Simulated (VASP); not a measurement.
# Co (Fd-3m) in VASP: further runs

The runs below take Co through single point, with PBE.

Everything below comes from runs of VASP 6.6.1. Logs are shortened: lines on timing, memory, paths and dates and some standing lists are left out, and cuts for length are marked.

## 1. The cell of the first run

Symmetry: Fd-3m, No. 227, cubic system. The conventional cell has a = 3.728 Å, b = 3.728 Å, c = 3.728 Å, α = 90.00°, β = 90.00°, γ = 90.00°. Within 2.1 Å of Co (site symmetry -43m) lie 4 Co at 1.61 Å.

This isn't the form of Co at room conditions, which is hcp.

## 2. Single point, PBE, collinear spin, ferromagnetic start (6.48 Å³/atom)

Contents of POSCAR:

```
Co
1.0
    0.0000000000      1.8638915725      1.8638915725
    1.8638915725      0.0000000000      1.8638915725
    1.8638915725      1.8638915725      0.0000000000
Co
2
Direct
   -0.1250000000     -0.1250000000     -0.1250000000
    0.1250000000      0.1250000000      0.1250000000
```

Contents of INCAR.step1:

```
SYSTEM = Co
ALGO = Normal
EDIFF = 1E-6
ENCUT = 520
GGA = PE
ISIF = 2
ISMEAR = -1
ISPIN = 2
LASPH = .True.
LCHARG = .True.
LMAXMIX = 4
LREAL = .False.
LWAVE = .False.
MAGMOM = 1.7 1.7
NBANDS = 20
NELM = 150
PREC = Accurate
SIGMA = 0.05
```

Contents of KPOINTS.step1:

```
k-points
0
Gamma
  15 15 15
  0 0 0
```

Contents of INCAR.step2:

```
SYSTEM = Co
ALGO = Normal
EDIFF = 1E-6
ENCUT = 520
GGA = PE
ICHARG = 11
ISIF = 2
ISMEAR = -5
ISPIN = 2
LASPH = .True.
LCHARG = .False.
LMAXMIX = 4
LORBIT = 11
LREAL = .False.
LWAVE = .False.
MAGMOM = 1.7 1.7
NBANDS = 20
NEDOS = 1001
NELM = 150
PREC = Accurate
SIGMA = 0.05
```

Contents of KPOINTS.step2:

```
k-points
0
Gamma
  23 23 23
  0 0 0
```

Potentials or basis: VASP PAW PBE potentials, release 64 (Co).

Launch:

```console
> cat potpaw_PBE.64/Co/POTCAR > POTCAR
> cp INCAR.step1 INCAR
> cp KPOINTS.step1 KPOINTS
> mpirun -np 1 vasp_std > vasp.out
> cp INCAR.step2 INCAR
> cp KPOINTS.step2 KPOINTS
> mpirun -np 1 vasp_std > vasp.out
```

OUTCAR:

```text
SYSTEM = Co
   EDIFF = 1E-6
   ENCUT = 520
   GGA = PE
   ICHARG = 11
   ISIF = 2
   ISMEAR = -5
   ISPIN = 2
   LASPH = .True.
   LORBIT = 11
   LREAL = .False.
   NELM = 150
   PREC = Accurate

 ion  position               nearest neighbor table
   1  0.875  0.875  0.875-   2 1.61   2 1.61   2 1.61   2 1.61   2 3.09   2 3.09   2 3.09   2 3.09
                             2 3.09   2 3.09   2 3.09   2 3.09   2 3.09   2 3.09   2 3.09   2 3.09
   2  0.125  0.125  0.125-   1 1.61   1 1.61   1 1.61   1 1.61   1 3.09   1 3.09   1 3.09   1 3.09
                             1 3.09   1 3.09   1 3.09   1 3.09   1 3.09   1 3.09   1 3.09   1 3.09

  LATTYP: Found a face centered cubic cell.
 ALAT       =     3.7277831450

  Lattice vectors:

 A1 = (   0.0000000000,   1.8638915725,   1.8638915725)
 A2 = (   1.8638915725,   0.0000000000,   1.8638915725)
 A3 = (   1.8638915725,   1.8638915725,   0.0000000000)

Analysis of symmetry for initial positions (statically):
=====================================================================
 Subroutine PRICEL returns:
 Original cell was already a primitive cell.

 Routine SETGRP: Setting up the symmetry group for a
 face centered cubic supercell.

 Subroutine GETGRP returns: Found 48 space group operations
 (whereof 12 operations were pure point group operations)
 out of a pool of 48 trial point group operations.

The static configuration has the point symmetry D_3d.
 The point group associated with its full space group is O_h .

Analysis of symmetry for dynamics (positions and initial velocities):
=====================================================================
 Subroutine PRICEL returns:
 Original cell was already a primitive cell.

 Routine SETGRP: Setting up the symmetry group for a
 face centered cubic supercell.

 Subroutine GETGRP returns: Found 48 space group operations
 (whereof 12 operations were pure point group operations)
 out of a pool of 48 trial point group operations.

The dynamic configuration has the point symmetry D_3d.
 The point group associated with its full space group is O_h .

Analysis of structural, dynamic, and magnetic symmetry:
=====================================================================
 Subroutine PRICEL returns:
 Original cell was already a primitive cell.

 Routine SETGRP: Setting up the symmetry group for a
 face centered cubic supercell.

 Subroutine GETGRP returns: Found 48 space group operations
 (whereof 12 operations were pure point group operations)
 out of a pool of 48 trial point group operations.

The overall configuration has the point symmetry D_3d.
 The point group associated with its full space group is O_h .

 Subroutine INISYM returns: Found 48 space group operations
 (whereof 12 operations are pure point group operations),
 and found     1 'primitive' translations

----------------------------------------------------------------------------------------

                                     Primitive cell

  volume of cell :      12.9507

  direct lattice vectors                    reciprocal lattice vectors
     0.000000000  1.863891573  1.863891573    -0.268255948  0.268255948  0.268255948
     1.863891573  0.000000000  1.863891573     0.268255948 -0.268255948  0.268255948
     1.863891573  1.863891573  0.000000000     0.268255948  0.268255948 -0.268255948

  length of vectors
     2.635940741  2.635940741  2.635940741     0.464632931  0.464632931  0.464632931

  position of ions in fractional coordinates (direct lattice)
     0.875000000  0.875000000  0.875000000
     0.125000000  0.125000000  0.125000000

  ion indices of the primitive-cell ions
   primitive index   ion index
                 1           1
                 2           2

----------------------------------------------------------------------------------------

 KPOINTS: k-points

Automatic generation of k-mesh.
 Grid dimensions read from file:
 generate k-points for:   23   23   23

 Generating k-lattice:

  Cartesian coordinates                     Fractional coordinates (reciprocal lattice)
    -0.011663302  0.011663302  0.011663302     0.043478261  0.000000000  0.000000000
     0.011663302 -0.011663302  0.011663302     0.000000000  0.043478261  0.000000000
     0.011663302  0.011663302 -0.011663302     0.000000000  0.000000000  0.043478261

  Length of vectors
     0.020201432  0.020201432  0.020201432

  Shift w.r.t. Gamma in fractional coordinates (k-lattice)
     0.000000000  0.000000000  0.000000000

 TETIRR: Found   1662 inequivalent tetrahedra from    73002

 Subroutine IBZKPT returns following result:
 ===========================================

 Found    364 irreducible k-points:

 Following reciprocal coordinates:
            Coordinates               Weight
  0.000000  0.000000  0.000000      1.000000
  0.043478  0.000000  0.000000      8.000000
  0.086957  0.000000  0.000000      8.000000
  0.130435  0.000000  0.000000      8.000000
  0.173913  0.000000  0.000000      8.000000
  0.217391  0.000000  0.000000      8.000000
[... 16 lines left out ...]
  0.478261  0.043478  0.000000     24.000000
 -0.478261  0.043478  0.000000     24.000000
 [... further k-points ...]
   k-points           NKPTS =    364   k-points in BZ     NKDIM =    364   number of bands    NBANDS=     20
   number of dos      NEDOS =   1001   number of ions     NIONS =      2
   total plane-waves  NPLWV =   8000
   dimension x,y,z NGX =    20 NGY =   20 NGZ =   20
   dimension x,y,z NGXF=    40 NGYF=   40 NGZF=   40
   ions per type =               2
   NGX,Y,Z   is equivalent  to a cutoff of  12.61, 12.61, 12.61 a.u.
   NGXF,Y,Z  is equivalent  to a cutoff of  25.23, 25.23, 25.23 a.u.
 SYSTEM =  Co
   PREC   = accura    normal or accurate (medium, high low for compatibility)
   ISTART =      0    job   : 0-new  1-cont  2-samecut
   ICHARG =     11    charge: 1-file 2-atom 10-const
   ISPIN  =      2    spin polarized calculation?
   LNONCOLLINEAR =      F non collinear calculations
   LSORBIT =      F    spin-orbit coupling
   LASPH  =      T    aspherical Exc in radial PAW
   ENCUT  =  520.0 eV  38.22 Ry    6.18 a.u.   4.90  4.90  4.90*2*pi/ulx,y,z
   NELM   =    150;   NELMIN=  2; NELMDL=  0     # of ELM steps
   EDIFF  = 0.1E-05   stopping-criterion for ELM
   LREAL  =      F    real-space projection
   EDIFFG = 0.1E-04   stopping-criterion for IOM
   NSW    =      0    number of steps for IOM
   IBRION =     -1    ionic relax: 0-MD 1-quasi-New 2-CG
   NFREE  =      0    steps in history (QN), initial steepest desc. (CG)
   ISIF   =      2    stress and relaxation
   ISYM   =      2    0-nonsym 1-usesym 2-fastsym
   POTIM  = 0.5000    time-step for ionic-motion
   TEBEG  =    0.0;   TEEND  =   0.0 temperature during run
   PSTRESS=    0.0 pullay stress
   NELECT =      18.0000    total number of electrons
   NUPDOWN=      -1.0000    fix difference up-down
   EMIN   =  10.00;   EMAX   =-10.00  energy-range for DOS
   EFERMI =   0.00;   METHOD = LEGACY
   ISMEAR =    -5;   SIGMA  =   0.05  broadening in eV -4-tet -1-fermi 0-gaus
   EFERMI_NEDOS =   21; number of points for ismear=-14 and -15
   IALGO  =     38    algorithm
   IMIX   =      4    mixing-type and parameters
     AMIX     =   0.40;   BMIX     =  1.00
     AMIX_MAG =   1.60;   BMIX_MAG =  1.00
  volume/ion in A,a.u.               =       6.48        43.70
  Fermi-wavevector in a.u.,A,eV,Ry     =   1.826985  3.452501 45.414544  3.337875
  Thomas-Fermi vector in A             =   2.882182
   LORBIT       =     11    0 simple, 1 ext, 2 COOP (PROOUT), +10 PAW based schemes
   GGA     = PE    functional components
   LHFCALC =     F    Hartree Fock is set to
   AEXX    =    0.0000 exact exchange contribution
   IVDW    =     0    specifies the selected vdW correction
   LEPSILON=     F    determine dielectric tensor
   LRPA    =     F    only Hartree local field effects (RPA)
 spin polarized calculation
 Fermi weights with tetrahedron method with Bloechl corrections
  energy-cutoff  :      520.00
  volume of cell :       12.95
 maximum number of plane-waves:       360

 number of electron      18.0000008 magnetization      -0.0001511

 Free energy of the ion-electron system (eV)
  ---------------------------------------------------
  ext. energy  EPLUGINS =         0.00000000
  ---------------------------------------------------
  free energy    TOTEN  =         3.76419781 eV

  energy without entropy =        3.76419781  energy(sigma->0) =        3.76419781

 E-fermi :  21.3681     XC(G=0): -16.3746

 val. band max:       21.3856768863   @ k =  -0.3913   0.2609   0.1304
 cond. band min:      21.3673281461   @ k =   0.4348   0.1304   0.0000
 fundamental gap:     -0.0183487403
 Fermi energy:        21.3680937204

 spin component 1

 k-point     1 :       0.0000    0.0000    0.0000
  band No.  band energies     occupation
      1       9.0301      1.00000
      2      12.3953      1.00000
      3      12.3953      1.00000
      4      14.3525      1.00000
      5      14.3525      1.00000
      6      14.3525      1.00000
[... 12 lines left out ...]
     19      51.7279      0.00000
[... 513 lines left out ...]
      4      14.0621      1.00000
      5      14.1433      1.00000
      6      14.7917      1.00000
[... 12 lines left out ...]
     19      56.1148      0.00000
     20      56.4547      0.00000

 [... further k-points ...]

 spin component 2

 k-point     1 :       0.0000    0.0000    0.0000
  band No.  band energies     occupation
      1       9.0301      1.00000
      2      12.3953      1.00000
      3      12.3953      1.00000
      4      14.3524      1.00000
      5      14.3524      1.00000
      6      14.3524      1.00000
[... 12 lines left out ...]
     19      51.7279      0.00000
[... 513 lines left out ...]
      4      14.0620      1.00000
      5      14.1433      1.00000
      6      14.7916      1.00000
[... 12 lines left out ...]
     19      56.1148      0.00000
     20      56.4547      0.00000

 [... further k-points ...]

------------------------ aborting loop because EDIFF is reached ----------------------------------------

  FORCE on cell =-STRESS in cart. coord.  units (eV):
  Direction    XX          YY          ZZ          XY          YZ          ZX
  --------------------------------------------------------------------------------------
  -------------------------------------------------------------------------------------
  Total       46.0014502     46.0014502     46.0014502      0.0000000     -0.0000000      0.0000000
  in kB     5691.0208349   5691.0208349   5691.0208349      0.0000000     -0.0000000      0.0000000
  external PRESSURE =    5691.0208349 kB  Pullay stress =       0.0000000 kB

 VOLUME and BASIS-vectors are now :
 -----------------------------------------------------------------------------
  energy-cutoff  :      520.00
  volume of cell :       12.95
      direct lattice vectors                 reciprocal lattice vectors
     0.000000000  1.863891573  1.863891573    -0.268255948  0.268255948  0.268255948
     1.863891573  0.000000000  1.863891573     0.268255948 -0.268255948  0.268255948
     1.863891573  1.863891573  0.000000000     0.268255948  0.268255948 -0.268255948

 POSITION                                       TOTAL-FORCE (eV/Angst)
 -----------------------------------------------------------------------------------
      3.26181      3.26181      3.26181         0.000000      0.000000      0.000000
      0.46597      0.46597      0.46597        -0.000000     -0.000000     -0.000000
 -----------------------------------------------------------------------------------
    total drift:                                0.000000      0.000000     -0.000000

  FREE ENERGIE OF THE ION-ELECTRON SYSTEM (eV)
  ---------------------------------------------------
  free  energy   TOTEN  =         3.7641978062 eV

  energy  without entropy=        3.7641978062  energy(sigma->0) =        3.76419781

 total charge

# of ion       s       p       d       tot
------------------------------------------
    1        0.865   1.074   8.536  10.475
    2        0.865   1.074   8.536  10.475
--------------------------------------------------
tot          1.730   2.148  17.071  20.949

 magnetization (x)

# of ion       s       p       d       tot
------------------------------------------
    1        0.000  -0.000  -0.000  -0.000
    2        0.000  -0.000  -0.000  -0.000
--------------------------------------------------
tot          0.000  -0.000  -0.000  -0.000
```

Run time: 4.2 min. Hardware: 1 thread of AMD EPYC 7R43 (Zen 3), shared host; peak memory 0.2 GiB.

What came out:

- Net moment: 0.00 μB per cell

Levels at points of the mesh, in eV from the Fermi level:
Spin up:
```tsv
k point	band 7	band 8	band 9	band 10	band 11	band 12
(0.00, 0.00, 0.00)	-3.20	-3.20	-3.20	1.42	1.42	20.04
```
Spin down:
| k point | band 6 | band 7 | band 8 | band 9 | band 10 | band 11 | band 12 | band 13 |
| --- | --- | --- | --- | --- | --- | --- | --- | --- |
| (0.00, 0.00, 0.00) | -7.02 | -3.20 | -3.20 | -3.20 | 1.42 | 1.42 | 20.03 | 20.47 |

Caveat: atoms lie so close that the PAW spheres overlap strongly, which falsifies energies and pressures; tetrahedron occupations give inexact forces and stress in metals.

## 3. Single point, PBE, collinear spin, ferromagnetic start

This run uses another cell than the first one, of 15.06 Å³/atom.

Contents of POSCAR:

```
Co
1.0
    0.0000000000      2.4694362903      2.4694362903
    2.4694362903      0.0000000000      2.4694362903
    2.4694362903      2.4694362903      0.0000000000
Co
2
Direct
   -0.1250000000     -0.1250000000     -0.1250000000
    0.1250000000      0.1250000000      0.1250000000
```

Contents of INCAR.step1:

```
SYSTEM = Co
  PREC = Accurate
  ENCUT = 520
  EDIFF = 1E-6
  ISMEAR = -1
  SIGMA = 0.05
  LREAL = .False.
  LASPH = .True.
  NELM = 150
  ALGO = Normal
  ISIF = 2
  LWAVE = .False.
  LCHARG = .True.
  ISPIN = 2
  MAGMOM = 1.7 1.7
  LMAXMIX = 4
  GGA = PE
  NBANDS = 20
```

Contents of KPOINTS.step1:

```
regular mesh
0
Gamma
  15 15 15
  0 0 0
```

Contents of INCAR.step2:

```
SYSTEM = Co
  PREC = Accurate
  ENCUT = 520
  EDIFF = 1E-6
  ISMEAR = -5
  SIGMA = 0.05
  LREAL = .False.
  LASPH = .True.
  NELM = 150
  ALGO = Normal
  ISIF = 2
  LWAVE = .False.
  LCHARG = .False.
  ISPIN = 2
  MAGMOM = 1.7 1.7
  LORBIT = 10
  LMAXMIX = 4
  GGA = PE
  NEDOS = 1001
  ICHARG = 11
```

Contents of KPOINTS.step2:

```
regular mesh
0
Gamma
  23 23 23
  0 0 0
```

Potentials or basis: VASP PAW PBE potentials, release 64 (Co).

Launch:

```console
> cat potpaw_PBE.64/Co/POTCAR > POTCAR
> cp INCAR.step1 INCAR
> cp KPOINTS.step1 KPOINTS
> mpirun -np 1 vasp_std > vasp.out
> cp INCAR.step2 INCAR
> cp KPOINTS.step2 KPOINTS
> mpirun -np 1 vasp_std > vasp.out
```

It took 6.9 min on 1 thread of AMD EPYC 7R43 (Zen 3), shared host; peak memory 0.32 GiB.

Results (log left out):

| Quantity | Value |
| --- | --- |
| Net moment | 1.88 μB per cell |
| Site moments | Co +0.91 μB |
| Valence electrons inside the program's atomic spheres | Co 8.32 |

Levels at points of the mesh, in eV from the Fermi level:
Spin up:
```tsv
k point	band 8	band 9	band 10	band 11	band 12	band 13
(0.00, 0.00, 0.00)	-1.30	-1.30	-0.07	-0.07	13.17	13.17
```
Spin down:
```
           k point  band 5  band 6  band 7  band 8  band 9  band 10  band 11  band 12
(0.00, 0.00, 0.00)   -2.22   -2.22   -0.38   -0.38   -0.38     1.01     1.01    13.42
```

Caveat: tetrahedron occupations give inexact forces and stress in metals.
